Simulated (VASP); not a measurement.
Input of a VASP 6.6.1 run:

The input INCAR:

```
ALGO = Normal
EDIFF = 1E-6
ENCUT = 1000
GGA = PE
GGA_COMPAT = F
ISIF = 2
ISMEAR = -1
IVDW = 12
LASPH = T
LCHARG = F
LREAL = Auto
LWAVE = F
NBANDS = 98
NELM = 120
PREC = Accurate
SIGMA = 0.05
```

File KPOINTS:

```
k-points
0
Gamma
  1 1 1
```

POSCAR

```
H2CO2
1.0
    7.3876590000      0.0000000000      0.0000000000
    0.0000000000      7.3876590000      0.0000000000
    0.0000000000      0.0000000000      7.3876590000
O C H
16 8 16
Direct
   -0.0395707989      0.6094739875      0.8337955751
    0.1808974564      0.8200484966      0.8635327226
    0.0090300547      0.5514569284      0.3118781985
    0.2429290556      0.7385831550      0.3833886812
    0.6725404754     -0.0564538973      0.3760441647
    0.9331687119      0.0192364749      0.5090785526
   -0.0072274902      0.2258989524      1.0990743026
    0.1961693915      0.3551253338      0.9102886449
    0.4116444636      0.3976523254      0.2446505507
    0.6699017883      0.4094448707      0.0839782441
    0.5349594049      0.6019882146      0.8147132715
    0.6744093251      0.6605920956      0.5507764669
    0.4387383186      1.0520569668      0.1361870690
    0.6715371947      0.9448086260     -0.0327626287
    0.1415196749      0.2925872677      0.5245438754
    0.4008572632      0.1451583028      0.5964430699
    0.0233318603      0.7782573556      0.8324440828
    0.1060829574      0.7054388905      0.2993192683
    0.7978023638      0.0598941239      0.4213683941
    0.1216474852      0.2209286505      0.9746316448
    0.5498265568      0.4840200470      0.1704959783
    0.5535087933      0.6914729996      0.6635447131
    0.5340320542      1.0330106530     -0.0201559804
    0.3147800336      0.2839524997      0.5756529411
    0.0625058620      0.5250097623      0.8664648169
   -0.0861571592      0.8760273088      0.8073965461
    0.0687588794      0.4680542895      0.4018440537
    0.0397055747      0.7987926988      0.2027629989
    0.6864290777     -0.1851375503      0.4412526120
    0.7695336669      0.1978749617      0.3720572172
   -0.0339732806      0.3534414670      1.1325463969
    0.1562771072      0.0808183981      0.9349816906
    0.4190691287      0.2671345917      0.2071996377
    0.5418676426      0.6311315806      0.1943576708
    0.6415653666      0.5252185486      0.8431395338
    0.4486972873      0.7958229885      0.6454172563
    0.5102548264      0.9927498280      0.2355006884
    0.4691149164      1.1060407481     -0.1330616570
    0.0762769201      0.1699751078      0.5194270610
    0.3689263896      0.4210189502      0.5931142734
```

Potentials or basis: VASP PAW PBE potentials, release 64 (O_h, C_h, H_h).

The run is started by

```console
$ cat potpaw_PBE.64/O_h/POTCAR potpaw_PBE.64/C_h/POTCAR potpaw_PBE.64/H_h/POTCAR > POTCAR
$ mpirun -np 1 vasp_gam > vasp.out
```

Q: What does it give for the band gap on the k mesh?

A: 4.34 eV.

Q: Estimate the largest force.

A: 0.266 eV/Å.

Q: Predict the dispersion energy per atom.

A: -0.058 eV.

Stress tensor (GPa, compression positive):
```
 0.86 -0.01  0.24
-0.01  1.34 -0.41
 0.24 -0.41  1.94
```

Caveat: the k points lie up to 0.85 Å⁻¹ apart.
